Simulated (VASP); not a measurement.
# Ta (P6_3/mmc) in VASP: notebook

Ta is run at these levels: PBEsol; tasks: single point, relaxation of cell and atoms.

All numbers are computed with VASP 6.6.1; they aren't measurements. Logs are shortened: lines on timing, memory, paths and dates and some standing lists are left out, and cuts for length are marked.

### 1 The cell of the first run

The structure is hexagonal, space group P6_3/mmc (No. 194). The conventional cell has a = 2.851 Å, b = 2.851 Å, c = 5.096 Å, α = 90.00°, β = 90.00°, γ = 120.00°. Ta (site symmetry -6m2) has 12 Ta at 2.85 to 3.03 Å within 3.8 Å.

This isn't the form of Ta at room conditions, which is bcc.

### 2 Single point, PBEsol

INCAR

```
SYSTEM = Ta
PREC = Accurate
ENCUT = 520
EDIFF = 1E-7
ISMEAR = -1
SIGMA = 0.05
LREAL = .False.
LASPH = .True.
NELM = 100
ALGO = Normal
ISIF = 2
LWAVE = .False.
LCHARG = .False.
GGA = PS
NBANDS = 18
```

KPOINTS

```
Automatic mesh
0
Gamma
  11 11 5
  0 0 0
```

POSCAR

```
Ta
1.0
    2.8508208992      0.0000000000      0.0000000000
   -1.4254104496      2.4688833203      0.0000000000
    0.0000000000      0.0000000000      5.0958618495
Ta
2
Direct
    0.3333333333      0.6666666667      0.2500000000
    0.6666666667      0.3333333333      0.7500000000
```

Potentials or basis: VASP PAW PBE potentials, release 64 (Ta_pv).

Launch:

```
$ cat potpaw_PBE.64/Ta_pv/POTCAR > POTCAR
$ mpirun -np 1 vasp_std > vasp.out
```

OUTCAR:

```text
SYSTEM = Ta
   PREC = Accurate
   ENCUT = 520
   EDIFF = 1E-7
   ISMEAR = -1
   LREAL = .False.
   LASPH = .True.
   NELM = 100
   ISIF = 2
   GGA = PS

 ion  position               nearest neighbor table
   1  0.333  0.667  0.250-   2 3.03   2 3.03   2 3.03   2 3.03   2 3.03   2 3.03
   2  0.667  0.333  0.750-   1 3.03   1 3.03   1 3.03   1 3.03   1 3.03   1 3.03

  LATTYP: Found a hexagonal cell.
 ALAT       =     2.8508208992
 C/A-ratio  =     1.7875068374

  Lattice vectors:

 A1 = (   2.8508208992,   0.0000000000,   0.0000000000)
 A2 = (  -1.4254104496,   2.4688833203,   0.0000000000)
 A3 = (   0.0000000000,   0.0000000000,   5.0958618495)

Analysis of symmetry for initial positions (statically):
=====================================================================
 Subroutine PRICEL returns:
 Original cell was already a primitive cell.

 Routine SETGRP: Setting up the symmetry group for a
 hexagonal supercell.

 Subroutine GETGRP returns: Found 24 space group operations
 (whereof 12 operations were pure point group operations)
 out of a pool of 24 trial point group operations.

The static configuration has the point symmetry D_3d.
 The point group associated with its full space group is D_6h.

Analysis of symmetry for dynamics (positions and initial velocities):
=====================================================================
 Subroutine PRICEL returns:
 Original cell was already a primitive cell.

 Routine SETGRP: Setting up the symmetry group for a
 hexagonal supercell.

 Subroutine GETGRP returns: Found 24 space group operations
 (whereof 12 operations were pure point group operations)
 out of a pool of 24 trial point group operations.

The dynamic configuration has the point symmetry D_3d.
 The point group associated with its full space group is D_6h.

 Subroutine INISYM returns: Found 24 space group operations
 (whereof 12 operations are pure point group operations),
 and found     1 'primitive' translations

----------------------------------------------------------------------------------------

                                     Primitive cell

  volume of cell :      35.8664

  direct lattice vectors                    reciprocal lattice vectors
     2.850820899  0.000000000  0.000000000     0.350776157  0.202520709  0.000000000
    -1.425410450  2.468883320  0.000000000     0.000000000  0.405041418  0.000000000
     0.000000000  0.000000000  5.095861850     0.000000000  0.000000000  0.196237659

  length of vectors
[... 81 lines left out ...]
   NELM   =    100;   NELMIN=  2; NELMDL= -5     # of ELM steps
   EDIFF  = 0.1E-06   stopping-criterion for ELM
   LREAL  =      F    real-space projection
   EDIFFG = 0.1E-05   stopping-criterion for IOM
   NSW    =      0    number of steps for IOM
   IBRION =     -1    ionic relax: 0-MD 1-quasi-New 2-CG
   NFREE  =      0    steps in history (QN), initial steepest desc. (CG)
   ISIF   =      2    stress and relaxation
   ISYM   =      2    0-nonsym 1-usesym 2-fastsym
   POTIM  = 0.5000    time-step for ionic-motion
   TEBEG  =    0.0;   TEEND  =   0.0 temperature during run
   PSTRESS=    0.0 pullay stress
   NELECT =      22.0000    total number of electrons
   NUPDOWN=      -1.0000    fix difference up-down
   EMIN   =  10.00;   EMAX   =-10.00  energy-range for DOS
   EFERMI =   0.00;   METHOD = LEGACY
   ISMEAR =    -1;   SIGMA  =   0.05  broadening in eV -4-tet -1-fermi 0-gaus
   EFERMI_NEDOS =   21; number of points for ismear=-14 and -15
   IALGO  =     38    algorithm
   IMIX   =      4    mixing-type and parameters
     AMIX     =   0.40;   BMIX     =  1.00
     AMIX_MAG =   1.60;   BMIX_MAG =  1.00
  volume/ion in A,a.u.               =      17.93       121.02
  Fermi-wavevector in a.u.,A,eV,Ry     =   1.390976  2.628564 26.324751  1.934815
  Thomas-Fermi vector in A             =   2.514860
   LORBIT       =      0    0 simple, 1 ext, 2 COOP (PROOUT), +10 PAW based schemes
   GGA     = PS    functional components
   LHFCALC =     F    Hartree Fock is set to
   AEXX    =    0.0000 exact exchange contribution
   IVDW    =     0    specifies the selected vdW correction
   LEPSILON=     F    determine dielectric tensor
   LRPA    =     F    only Hartree local field effects (RPA)
 non-spin polarized calculation
  energy-cutoff  :      520.00
  volume of cell :       35.87
 maximum number of plane-waves:       984
 NGX is ok and might be reduce to    24
   NGX = 11   NGY = 11   NGZ = 19

 number of electron      22.0000000 magnetization

 Free energy of the ion-electron system (eV)
  ---------------------------------------------------
  ext. energy  EPLUGINS =         0.00000000
  ---------------------------------------------------
  free energy    TOTEN  =       -24.53291341 eV

  energy without entropy =      -24.51662812  energy(sigma->0) =      -24.52477076

 E-fermi :   5.8095     XC(G=0): -12.7374

 val. band max:        5.7935134992   @ k =   0.0000   0.0000   0.0000
 cond. band min:       5.8141976919   @ k =   0.1818   0.1818   0.0000
 fundamental gap:      0.0206841927
 Fermi energy:         5.8095241426

 k-point     1 :       0.0000    0.0000    0.0000
  band No.  band energies     occupation
      1     -28.7081      2.00000
      2     -27.7546      2.00000
      3     -27.6181      2.00000
      4     -27.6181      2.00000
      5     -27.5241      2.00000
      6     -27.5241      2.00000
[... 481 lines left out ...]
      5     -27.7600      2.00000
      6     -27.6787      2.00000
[... 10 lines left out ...]
     17      11.0994      0.00000
     18      12.8793      0.00000

 [... further k-points ...]

------------------------ aborting loop because EDIFF is reached ----------------------------------------

  FORCE on cell =-STRESS in cart. coord.  units (eV):
  Direction    XX          YY          ZZ          XY          YZ          ZX
  --------------------------------------------------------------------------------------
  -------------------------------------------------------------------------------------
  Total        0.4852249      0.4852249      0.4786311      0.0000000     -0.0000000      0.0000000
  in kB       21.6753202     21.6753202     21.3807692      0.0000000     -0.0000000      0.0000000
  external PRESSURE =      21.5771365 kB  Pullay stress =       0.0000000 kB

 VOLUME and BASIS-vectors are now :
 -----------------------------------------------------------------------------
  energy-cutoff  :      520.00
  volume of cell :       35.87
      direct lattice vectors                 reciprocal lattice vectors
     2.850820899  0.000000000  0.000000000     0.350776157  0.202520709  0.000000000
    -1.425410450  2.468883320  0.000000000     0.000000000  0.405041418  0.000000000
     0.000000000  0.000000000  5.095861850     0.000000000  0.000000000  0.196237659

 POSITION                                       TOTAL-FORCE (eV/Angst)
 -----------------------------------------------------------------------------------
     -0.00000      1.64592      1.27397         0.000000      0.000000      0.000000
      1.42541      0.82296      3.82190        -0.000000     -0.000000      0.000000
 -----------------------------------------------------------------------------------
    total drift:                                0.000000     -0.000000      0.000000

  FREE ENERGIE OF THE ION-ELECTRON SYSTEM (eV)
  ---------------------------------------------------
  free  energy   TOTEN  =       -24.5329134083 eV

  energy  without entropy=      -24.5166281191  energy(sigma->0) =      -24.52477076
```

OSZICAR:

```text
N       E                     dE             d eps       ncg     rms          rms(c)
DAV:   1     0.167976566634E+03    0.16798E+03   -0.12828E+04  1728   0.127E+03
DAV:   2    -0.213254016550E+02   -0.18930E+03   -0.18606E+03  2122   0.358E+02
DAV:   3    -0.254650211732E+02   -0.41396E+01   -0.40753E+01  2034   0.497E+01
DAV:   4    -0.254950138084E+02   -0.29993E-01   -0.29957E-01  1964   0.443E+00
DAV:   5    -0.254952271285E+02   -0.21332E-03   -0.21331E-03  1928   0.357E-01    0.196E+01
DAV:   6    -0.247718907966E+02    0.72334E+00   -0.73116E-01  1912   0.746E+00    0.960E+00
DAV:   7    -0.245366996718E+02    0.23519E+00   -0.64570E-01  1984   0.663E+00    0.464E-01
DAV:   8    -0.245329419578E+02    0.37577E-02   -0.94134E-03  1914   0.898E-01    0.120E-01
DAV:   9    -0.245329189569E+02    0.23001E-04   -0.20049E-04  2034   0.114E-01    0.509E-02
DAV:  10    -0.245329147366E+02    0.42203E-05   -0.22772E-05  2104   0.342E-02    0.557E-03
DAV:  11    -0.245329137247E+02    0.10119E-05   -0.24171E-06  1958   0.109E-02    0.416E-03
DAV:  12    -0.245329134001E+02    0.32455E-06   -0.14389E-07  1224   0.374E-03    0.453E-04
DAV:  13    -0.245329134083E+02   -0.81100E-08   -0.76136E-09   892   0.699E-04
   1 F= -.24532913E+02 E0= -.24524771E+02  d E =-.162853E-01
```

stdout:

```text
POSCAR found type information on POSCAR Ta
 POSCAR found :  1 types and       2 ions
 scaLAPACK will be used
 -----------------------------------------------------------------------------
|                                                                             |
|                                                                             |
|     You enforced a specific xc type in the INCAR file but a different       |
|     I HOPE YOU KNOW WHAT YOU ARE DOING!                                     |
|                                                                             |
 -----------------------------------------------------------------------------

 LDA part: xc-table for (Slater+PW92), standard interpolation
 POSCAR, INCAR and KPOINTS ok, starting setup
 FFT: planning ... GRIDC
 FFT: planning ... GRID_SOFT
 FFT: planning ... GRID
 WAVECAR not read
 entering main loop
```

Wall time 37 s (1 thread of AMD EPYC 7R13, shared host); peak memory 0.14 GiB.

Results:

- Free energy: -24.5329 eV
- Pressure: 2.2 GPa
- Band gap on the k mesh: zero (bands 11 and 12 overlap by 1.64 eV)

Levels at points of the mesh, in eV from the Fermi level:
```tsv
k point	band 8	band 9	band 10	band 11	band 12	band 13	band 14	band 15
(0.00, 0.00, 0.00)	-5.10	-0.69	-0.02	0.57	0.57	1.17	1.17	3.11
```

Caveat: the PAW data sets were made with another functional, which shifts forces and pressure a little; spin-orbit coupling is left out, which moves the levels of the heavy elements.

### 3 Relaxation of cell and atoms, PBEsol

This run uses another cell than the first one, of 18.82 Å³/atom.

INCAR

```
PREC = Accurate
ENCUT = 600
EDIFF = 1E-6
ISMEAR = -1
SIGMA = 0.05
LREAL = False
LASPH = True
NELM = 100
ALGO = Normal
ISIF = 3
LWAVE = False
LCHARG = False
GGA = PS
IBRION = 2
NSW = 60
EDIFFG = -0.01
```

KPOINTS

```
Automatic mesh
0
Gamma
  11 11 5
```

POSCAR

```
Ta
1.0
    2.9003720726      0.0000000000      0.0000000000
   -1.4501860363      2.5117958953      0.0000000000
    0.0000000000      0.0000000000      5.1662740000
Ta
2
Direct
    0.3333333333      0.6666666667      0.2500000000
    0.6666666667      0.3333333333      0.7500000000
```

Potentials or basis: VASP PAW PBE potentials, release 64 (Ta_pv).

Launch:

```
$ cat potpaw_PBE.64/Ta_pv/POTCAR > POTCAR
$ mpirun -np 1 vasp_std > vasp.out
```

It took 2.2 min on 1 thread of AMD EPYC 7R13, shared host; peak memory 0.16 GiB.

Results (log left out):

```yaml
Free_energy: -24.5361 eV
Relaxed_volume: 18.12 Å³/atom
Relaxed_cell: a = 2.860 Å, b = 2.860 Å, c = 5.118 Å, α = 90.00°, β = 90.00°, γ = 120.00°
Space_group_after_relaxing_to_0.1_Å: P6_3/mmc (No. 194)
Energy_gained_by_relaxing: 16.5 meV/atom
Ionic_steps: 8
Pressure_after_relaxing: 0.0 GPa
Band_gap_on_the_k_mesh: zero (bands 11 and 12 overlap by 1.61 eV)
```

Stress tensor (GPa, compression positive):
```
 0.05  0.00  0.00
 0.00  0.05  0.00
 0.00  0.00 -0.04
```

The path:
```csv
step,energy change (eV),largest force (eV/Å),pressure (GPa),volume (Å³)
1,0.0000,0.0000,-7.25,37.64
2,0.1624,0.0000,21.77,33.18
3,-0.0330,0.0000,-0.24,36.28
4,-0.0330,0.0000,0.00,36.24
5,-0.0330,0.0000,0.15,36.22
6,-0.0330,0.0000,-0.29,36.30
7,-0.0330,0.0000,-0.05,36.26
8,-0.0330,0.0000,0.02,36.24
```

Final structure:
```yaml
crystal:
  lattice:
    - [2.85954, 0.00000, 0.00000]
    - [-1.42977, 2.47643, 0.00000]
    - [0.00000, 0.00000, 5.11812]
  atoms:
    - { symbol: Ta, position: [0.33333, 0.66667, 0.25000] }
    - { symbol: Ta, position: [0.66667, 0.33333, 0.75000] }
```

Levels at points of the mesh, in eV from the Fermi level:
```
           k point  band 7  band 8  band 9  band 10  band 11  band 12  band 13  band 14  band 15
(0.00, 0.00, 0.00)   -8.35   -5.07   -0.68    -0.06     0.58     0.58     1.16     1.16     3.09
```

Caveat: the PAW data sets were made with another functional, which shifts forces and pressure a little; spin-orbit coupling is left out, which moves the levels of the heavy elements.
